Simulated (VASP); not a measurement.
# Al3Cu (R-3m) in VASP: notebook

Runs on Al3Cu. Level: PBEsol. Tasks: single point.

All numbers are computed with VASP 6.6.1; they aren't measurements. Logs are shortened: lines on timing, memory, paths and dates and some standing lists are left out, and cuts for length are marked.

### Step 1. The cell of the first run

Symmetry: R-3m, No. 166, trigonal system. The conventional cell has a = 5.180 Å, b = 5.180 Å, c = 7.613 Å, α = 90.00°, β = 90.00°, γ = 120.00°. Al (site symmetry 2/m) has 8 Al at 2.59 to 2.95 Å and 4 Cu at 2.59 to 2.95 Å within 3.4 Å. Cu (site symmetry -3m) has 12 Al at 2.59 to 2.95 Å within 3.4 Å.

### Step 2. Single point, PBEsol

Contents of INCAR:

```
SYSTEM = Al3Cu
PREC = Accurate ; ENCUT = 520
EDIFF = 1E-7 ; ISMEAR = 0
SIGMA = 0.15 ; LREAL = .FALSE.
LASPH = .TRUE. ; NELM = 60
ALGO = Fast ; ISIF = 2
LWAVE = .FALSE. ; LCHARG = .FALSE.
GGA = PS ; NBANDS = 18
```

Contents of KPOINTS:

```
regular mesh
0
G
  14 14 14
  0 0 0
```

Contents of POSCAR:

```
Al3Cu
1.0
    3.9070348184      0.2441896761      0.2441896761
    0.2441896761      3.9070348184      0.2441896761
    0.2441896761      0.2441896761      3.9070348184
Al Cu
3 1
Direct
    0.0000000000      0.5000000000      0.5000000000
    0.5000000000      0.0000000000      0.5000000000
    0.5000000000      0.5000000000      0.0000000000
    0.0000000000      0.0000000000      0.0000000000
```

Potentials or basis: VASP PAW PBE potentials, release 64 (Al, Cu).

Command:

```sh
$ cat potpaw_PBE.64/Al/POTCAR potpaw_PBE.64/Cu/POTCAR > POTCAR
$ mpirun -np 1 vasp_std > vasp.out
```

OUTCAR:

```text
SYSTEM = Al3Cu
   PREC = Accurate
   ENCUT = 520
   EDIFF = 1E-7
   ISMEAR = 0
   LREAL = .FALSE.
   LASPH = .TRUE.
   NELM = 60
   ISIF = 2
   GGA = PS

 ion  position               nearest neighbor table
   1  0.000  0.500  0.500-   3 2.59   4 2.59   2 2.59   4 2.59   2 2.59   3 2.59   2 2.95   4 2.95
                             3 2.95   4 2.95   3 2.95   2 2.95
   2  0.500  0.000  0.500-   3 2.59   4 2.59   1 2.59   3 2.59   1 2.59   4 2.59   1 2.95   3 2.95
                             3 2.95   4 2.95   4 2.95   1 2.95
   3  0.500  0.500  0.000-   1 2.59   2 2.59   2 2.59   4 2.59   1 2.59   4 2.59   1 2.95   2 2.95
                             2 2.95   4 2.95   1 2.95   4 2.95
   4  0.000  0.000  0.000-   1 2.59   2 2.59   1 2.59   3 2.59   2 2.59   3 2.59   1 2.95   1 2.95
                             2 2.95   3 2.95   2 2.95   3 2.95

  LATTYP: Found a trigonal (rhomboedric) cell.
 ALAT       =     3.9222669807
 COS(alpha) =     0.1279069767

  Lattice vectors:

 A1 = (   3.9070348184,   0.2441896761,   0.2441896761)
 A2 = (   0.2441896761,   3.9070348184,   0.2441896761)
 A3 = (   0.2441896761,   0.2441896761,   3.9070348184)

Analysis of symmetry for initial positions (statically):
=====================================================================
 Subroutine PRICEL returns:
 Original cell was already a primitive cell.

 Routine SETGRP: Setting up the symmetry group for a
 trigonal (rhombohedral) supercell.

 Subroutine GETGRP returns: Found 12 space group operations
 (whereof 12 operations were pure point group operations)
 out of a pool of 12 trial point group operations.

The static configuration has the point symmetry D_3d.

Analysis of symmetry for dynamics (positions and initial velocities):
=====================================================================
 Subroutine PRICEL returns:
 Original cell was already a primitive cell.

 Routine SETGRP: Setting up the symmetry group for a
 trigonal (rhombohedral) supercell.

 Subroutine GETGRP returns: Found 12 space group operations
 (whereof 12 operations were pure point group operations)
 out of a pool of 12 trial point group operations.

The dynamic configuration has the point symmetry D_3d.

 Subroutine INISYM returns: Found 12 space group operations
 (whereof 12 operations are pure point group operations),
 and found     1 'primitive' translations

----------------------------------------------------------------------------------------

                                     Primitive cell

[... 92 lines left out ...]
   ENCUT  =  520.0 eV  38.22 Ry    6.18 a.u.   7.29  7.29  7.29*2*pi/ulx,y,z
   NELM   =     60;   NELMIN=  2; NELMDL= -5     # of ELM steps
   EDIFF  = 0.1E-06   stopping-criterion for ELM
   LREAL  =      F    real-space projection
   EDIFFG = 0.1E-05   stopping-criterion for IOM
   NSW    =      0    number of steps for IOM
   IBRION =     -1    ionic relax: 0-MD 1-quasi-New 2-CG
   NFREE  =      0    steps in history (QN), initial steepest desc. (CG)
   ISIF   =      2    stress and relaxation
   ISYM   =      2    0-nonsym 1-usesym 2-fastsym
   POTIM  = 0.5000    time-step for ionic-motion
   TEBEG  =    0.0;   TEEND  =   0.0 temperature during run
   PSTRESS=    0.0 pullay stress
   NELECT =      20.0000    total number of electrons
   NUPDOWN=      -1.0000    fix difference up-down
   EMIN   =  10.00;   EMAX   =-10.00  energy-range for DOS
   EFERMI =   0.00;   METHOD = LEGACY
   ISMEAR =     0;   SIGMA  =   0.15  broadening in eV -4-tet -1-fermi 0-gaus
   EFERMI_NEDOS =   21; number of points for ismear=-14 and -15
   IALGO  =     68    algorithm
   IMIX   =      4    mixing-type and parameters
     AMIX     =   0.40;   BMIX     =  1.00
     AMIX_MAG =   1.60;   BMIX_MAG =  1.00
  volume/ion in A,a.u.               =      14.74        99.49
  Fermi-wavevector in a.u.,A,eV,Ry     =   1.141666  2.157437 17.733861  1.303402
  Thomas-Fermi vector in A             =   2.278366
   LORBIT       =      0    0 simple, 1 ext, 2 COOP (PROOUT), +10 PAW based schemes
   GGA     = PS    functional components
   LHFCALC =     F    Hartree Fock is set to
   AEXX    =    0.0000 exact exchange contribution
   IVDW    =     0    specifies the selected vdW correction
   LEPSILON=     F    determine dielectric tensor
   LRPA    =     F    only Hartree local field effects (RPA)
 non-spin polarized calculation
 RMM-DIIS sequential band-by-band and
 Gauss-broadening in eV      SIGMA  =   0.15
  energy-cutoff  :      520.00
  volume of cell :       58.97
 maximum number of plane-waves:      1611
 NGX is ok and might be reduce to    30
   NGX = 15   NGY = 15   NGZ = 15

 number of electron      19.9999983 magnetization

 Free energy of the ion-electron system (eV)
  ---------------------------------------------------
  ext. energy  EPLUGINS =         0.00000000
  ---------------------------------------------------
  free energy    TOTEN  =       -16.43395635 eV

  energy without entropy =      -16.41767810  energy(sigma->0) =      -16.42581722

 E-fermi :   8.3962     XC(G=0): -10.9117

 val. band max:        8.3949595503   @ k =   0.5000   0.0714   0.0000
 cond. band min:       8.4045554377   @ k =   0.0714   0.0714   0.0000
 fundamental gap:      0.0095958873
 Fermi energy:         8.3962373950

 k-point     1 :       0.0000    0.0000    0.0000
  band No.  band energies     occupation
      1      -2.8917      2.00000
      2       3.9341      2.00000
      3       3.9341      2.00000
      4       4.6172      2.00000
      5       4.6172      2.00000
      6       4.7433      2.00000
[... 481 lines left out ...]
      5       4.4009      2.00000
      6       4.5929      2.00000
[... 10 lines left out ...]
     17      14.7392      0.00000
     18      15.7424      0.00000

 [... further k-points ...]
[... 5 lines left out ...]
  --------------------------------------------------------------------------------------
  -------------------------------------------------------------------------------------
  Total        1.4566148      1.4566148      1.4566148     -1.6718679     -1.6718679     -1.6718679
  in kB       39.5747674     39.5747674     39.5747674    -45.4229806    -45.4229806    -45.4229806
  external PRESSURE =      39.5747674 kB  Pullay stress =       0.0000000 kB

 VOLUME and BASIS-vectors are now :
 -----------------------------------------------------------------------------
  energy-cutoff  :      520.00
  volume of cell :       58.97
      direct lattice vectors                 reciprocal lattice vectors
     3.907034818  0.244189676  0.244189676     0.257844492 -0.015167323 -0.015167323
     0.244189676  3.907034818  0.244189676    -0.015167323  0.257844492 -0.015167323
     0.244189676  0.244189676  3.907034818    -0.015167323 -0.015167323  0.257844492

 POSITION                                       TOTAL-FORCE (eV/Angst)
 -----------------------------------------------------------------------------------
      0.24419      2.07561      2.07561         0.000000     -0.000000     -0.000000
      2.07561      0.24419      2.07561         0.000000      0.000000      0.000000
      2.07561      2.07561      0.24419        -0.000000      0.000000     -0.000000
      0.00000      0.00000      0.00000         0.000000     -0.000000     -0.000000
 -----------------------------------------------------------------------------------
    total drift:                               -0.000000     -0.000000      0.000000

  FREE ENERGIE OF THE ION-ELECTRON SYSTEM (eV)
  ---------------------------------------------------
  free  energy   TOTEN  =       -16.4339563467 eV

  energy  without entropy=      -16.4176780988  energy(sigma->0) =      -16.42581722
```

OSZICAR:

```text
N       E                     dE             d eps       ncg     rms          rms(c)
DAV:   1     0.741718966122E+02    0.74172E+02   -0.82957E+03 10416   0.115E+03
DAV:   2    -0.149679627846E+02   -0.89140E+02   -0.82550E+02 10622   0.214E+02
DAV:   3    -0.193554823218E+02   -0.43875E+01   -0.42270E+01 13992   0.533E+01
DAV:   4    -0.194607131368E+02   -0.10523E+00   -0.10480E+00 14714   0.675E+00
[... 11 lines left out ...]
RMM:  16    -0.164339564428E+02    0.57350E-05   -0.21168E-05 13087   0.636E-02    0.164E-02
RMM:  17    -0.164339566761E+02   -0.23331E-06   -0.40136E-06 15073   0.178E-02    0.114E-02
RMM:  18    -0.164339565624E+02    0.11372E-06   -0.13597E-06 12440   0.142E-02    0.507E-03
RMM:  19    -0.164339563778E+02    0.18464E-06   -0.55655E-07 11769   0.110E-02    0.227E-03
RMM:  20    -0.164339563467E+02    0.31113E-07   -0.27015E-07  9315   0.393E-03
   1 F= -.16433956E+02 E0= -.16425817E+02  d E =-.162782E-01
```

It took 2.7 min on 1 thread of Intel Xeon 6975P-C (Granite Rapids), shared host; peak memory 0.38 GiB.

What came out:

```yaml
Free_energy: -16.4340 eV
Pressure: 4.0 GPa
Band_gap_on_the_k_mesh: zero (bands 10 and 11 overlap by 3.30 eV)
```

Levels at points of the mesh, in eV from the Fermi level:
```tsv
k point	band 8	band 9	band 10	band 11	band 12	band 13
(0.00, 0.00, 0.00)	-2.22	-2.22	-0.45	0.62	0.62	4.84
(0.50, 0.00, 0.00)	-0.72	-0.61	0.14	0.80	1.34	2.70
(0.50, 0.50, 0.00)	-3.43	-3.16	0.33	1.23	2.89	3.68
(0.50, 0.50, 0.50)	-3.53	-3.53	-2.94	-1.76	-1.42	-1.42
```

Caveat: the cell stands under pressure; the PAW data sets were made with another functional, which shifts forces and pressure a little.

(Continued in part 2 of 2.)
